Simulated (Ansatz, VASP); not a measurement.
**Ta2Si2O: VASP beside Ansatz**

```xyz
5
Lattice="3.9885 0.0000 0.0000 -1.9942 3.4541 0.0000 0.0000 0.0000 6.6835" Properties=species:S:1:pos:R:3 pbc="T T T"
Ta    0.0000    0.0000    4.7515
Ta    0.0000    0.0000    1.9320
Si    0.0000    2.3027    3.3418
Si    1.9942    1.1514    3.3418
O     0.0000    0.0000    0.0000
```

Alike in both runs: functional PBE; k mesh 6 × 6 × 4; occupations gaussian, width 0.1 eV; no spin polarisation.

Ansatz relaxed the structure, and its values are those at the end. VASP's run is a single point on that final structure, the one shown.

```csv
,VASP,Ansatz
version,VASP 6.6.1,Ansatz 0.2.0
potentials or method,"VASP PAW PBE potentials, release 64 (Ta_sv_GW, Si, O), cutoff 700 eV","scalar-relativistic, plane waves, PAW"
valence electrons in the cell,40,40
```

|  | VASP | Ansatz | Ansatz less VASP |
| --- | --- | --- | --- |
| gap on the k mesh at the Fermi level (eV) | none | none | - |
| pressure (GPa) | -0.1 | 0.0 | +0.10 |
| rms of the force components (eV/Å) | 0.012 | 0.002 | -0.0101 |

A gap of «none» marks a metal or a gap that the smearing closes. With one functional, cell and mesh, what is left measures potentials, basis and numerics.

Neither program's run includes spin-orbit coupling.
